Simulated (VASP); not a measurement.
Si3N4: single point with r2SCAN

The system is Si3N4.

```
CELL_PARAMETERS angstrom
7.60572 0.00000 0.00000
-3.80286 6.58674 0.00000
0.00000 0.00000 2.90574
ATOMIC_POSITIONS crystal
N 0.33031 0.03126 0.25000
N 0.29906 0.33031 0.75000
N 0.96874 0.29906 0.25000
N 0.66969 0.96874 0.75000
N 0.70094 0.66969 0.25000
N 0.03126 0.70094 0.75000
N 0.33333 0.66667 0.25000
N 0.66667 0.33333 0.75000
Si 0.17542 0.76938 0.25000
Si 0.40604 0.17542 0.75000
Si 0.23062 0.40604 0.25000
Si 0.82458 0.23062 0.75000
Si 0.59396 0.82458 0.25000
Si 0.76938 0.59396 0.75000
```

```yaml
Program: VASP 6.6.1
Task: single point
Functional: r2SCAN
Potentials_or_basis: VASP PAW PBE potentials, release 64 (N, Si)
Cutoff: 520 eV
k_mesh: 4 × 4 × 7
Occupations: fermi-dirac, width 0.1 eV
Spin: no spin polarisation
Dipole_correction: no
Further_INCAR_settings: ALGO = Normal; EDIFF = 1e-06; NBANDS = 45
```

| Item | Value |
| --- | --- |
| Pressure | -0.2 GPa |
| Band gap on the k mesh | 4.99 eV, indirect (least direct gap 5.20 eV) |

Levels at points of the mesh, in eV from the valence-band top:
```csv
k point,band 29,band 30,band 31,band 32,band 33,band 34,band 35,band 36
"(0.00, 0.00, 0.00)",-1.31,-0.47,-0.42,-0.21,4.99,5.27,5.56,5.56
"(0.50, 0.00, 0.00)",-1.37,-0.81,-0.34,-0.26,5.26,5.38,5.56,5.96
```

Wall time 3.9 min on 1 thread of Intel(R) Xeon(R) Platinum 8375C CPU @ 2.90GHz (Ice Lake), with other jobs on the host, peak memory 0.33 GiB.

Caveat: the PAW data sets were made with another functional, which shifts forces and pressure a little. r2SCAN opens gaps a little over a GGA but as a rule still falls short of measured ones.
